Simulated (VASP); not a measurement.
Wanted: the native input for a VASP 6.6.1 run.

| Property | Result |
| --- | --- |
| Task | single point |
| Functional | PBE |
| Potentials or basis | VASP PAW PBE potentials, release 64 (Ti_sv, Pt) |
| Cutoff | 520 eV |
| k mesh | 10 × 10 × 10 |
| Occupations | gaussian, width 0.1 eV |
| Spin | no spin polarisation |
| Dipole correction | no |
| Further INCAR settings | ALGO = Fast; EDIFF = 1e-06; NBANDS = 29 |

The structure of TiPt3 lies in POSCAR:

```
TiPt3
1.0
    3.7834817207      0.0000000000      0.0000000000
    0.0000000000      3.7834817207      0.0000000000
    0.0000000000      0.0000000000      3.7834817207
Ti Pt
1 3
Direct
    0.0000000000      0.0000000000      0.0000000000
    0.0000000000      0.5000000000      0.5000000000
    0.5000000000      0.0000000000      0.5000000000
    0.5000000000      0.5000000000      0.0000000000
```

These files were run (other wordings do the same):

INCAR

```
SYSTEM = TiPt3
  PREC = Accurate
  ENCUT = 520
  EDIFF = 1E-6
  ISMEAR = 0
  SIGMA = 0.1
  LREAL = .FALSE.
  LASPH = .TRUE.
  NELM = 100
  ALGO = Fast
  ISIF = 2
  LWAVE = .FALSE.
  LCHARG = .FALSE.
  GGA = PE
  NBANDS = 29
```

KPOINTS

```
regular mesh
0
G
  10 10 10
  0 0 0
```

Potentials or basis: VASP PAW PBE potentials, release 64 (Ti_sv, Pt).

Launch:

```console
$ cat potpaw_PBE.64/Ti_sv/POTCAR potpaw_PBE.64/Pt/POTCAR > POTCAR
$ mpirun -np 1 vasp_std > vasp.out
```

It gave:

The pressure is 41.0 GPa and the band gap on the k mesh is zero (bands 21 and 22 overlap by 2.01 eV).

Caveat: the cell stands under pressure; spin-orbit coupling is left out, which moves the levels of the heavy elements.

Run time: 100 s on 1 thread of AMD EPYC 9R45 (Zen 5), on a shared host, peak memory 0.17 GiB.
